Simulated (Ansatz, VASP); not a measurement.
# Two plane-wave programs on CaS

```
CELL_PARAMETERS angstrom
0.00000 2.84300 2.84300
2.84300 0.00000 2.84300
2.84300 2.84300 0.00000
ATOMIC_POSITIONS crystal
Ca 0.50000 0.50000 0.50000
S 0.00000 0.00000 0.00000
```

Alike in both runs: task single point; functional r2SCAN0; k mesh 4 × 4 × 4; occupations gaussian, width 0.05 eV; no spin polarisation.

```csv
,VASP,Ansatz
version,VASP 6.6.1,Ansatz 0.2.0
potentials or method,"VASP PAW PBE potentials, release 64 (Ca_sv, S), cutoff 440 eV","scalar-relativistic, plane waves, PAW"
valence electrons in the cell,16,16
```

Ansatz gave:

```
gap on the k mesh at the Fermi level (eV) : 4.38
least direct gap on the mesh (eV)         : 5.32
pressure (GPa)                            : 0.3
```

**Question.** Which values does VASP return?

**Answer.** gap on the k mesh at the Fermi level (eV): 4.41; least direct gap on the mesh (eV): 5.34; pressure (GPa): 0.5.

VASP's potentials were made for PBE, not for r2SCAN0. Ansatz's warnings: stress exchange threshold loose, stress scf threshold loose.

The k mesh is coarse, so the values compare programs but aren't converged.
